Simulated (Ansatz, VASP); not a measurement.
# NbP: VASP beside Ansatz

```
Nb P
1.0
     0.00000    2.76524    2.76524
     2.76524    0.00000    2.76524
     2.76524    2.76524    0.00000
Nb P
1 1
Cartesian
  0.0000 0.0000 0.0000
  1.3826 1.3826 1.3826
```

Alike in both runs: functional PBEsol; k mesh 6 × 6 × 6; occupations gaussian, width 0.1 eV; no spin polarisation.

Ansatz relaxed the structure, and its values are those at the end. VASP's run is a single point on that final structure, the one shown.

```csv
,VASP,Ansatz
version,VASP 6.6.1,Ansatz 0.2.0
potentials or method,"VASP PAW PBE potentials, release 64 (Nb_sv, P), cutoff 520 eV","scalar-relativistic, plane waves, PAW"
valence electrons in the cell,18,18
```

|  | VASP | Ansatz | Ansatz less VASP |
| --- | --- | --- | --- |
| gap on the k mesh at the Fermi level (eV) | none | none | - |
| pressure (GPa) | -0.3 | -0.2 | +0.11 |

VASP's potentials were made for PBE, not for PBEsol. A gap of «none» marks a metal or a gap that the smearing closes. With one functional, cell and mesh, what is left measures potentials, basis and numerics.
